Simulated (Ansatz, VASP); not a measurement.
SrTiO3 in VASP and in Ansatz

```
CELL_PARAMETERS angstrom
3.82528 0.00000 0.00000
0.00000 3.82528 0.00000
0.00000 0.00000 3.82528
ATOMIC_POSITIONS crystal
Sr 0.00000 0.00000 0.00000
Ti 0.50000 0.50000 0.50000
O 0.00000 0.50000 0.50000
O 0.50000 0.00000 0.50000
O 0.50000 0.50000 0.00000
```

Change from the starting cell: volume scaled by 0.94, crystal datasets.

Alike in both runs: task electric field gradients; functional PBEsol; k mesh 7 × 7 × 7; occupations fermi-dirac, width 0.05 eV; no spin polarisation.

|  | VASP | Ansatz |
| --- | --- | --- |
| version | VASP 6.6.1 | Ansatz 0.2.0 |
| potentials or method | VASP PAW PBE potentials, release 64 (Sr_sv, Ti_sv, O), cutoff 520 eV | all-electron PAW with datasets made for the crystal, scalar-relativistic |

```csv
,VASP,Ansatz,Ansatz less VASP
gap on the k mesh at the Fermi level (eV),1.98,2.01,+0.030
pressure (GPa),11.5,10.6,-0.84
size of Vzz on the site where it differs most (V/Å²),3.0,4.0,+1.05
```

VASP's potentials were made for PBE, not for PBEsol. Ansatz ran all-electron here, and VASP with PAW potentials.
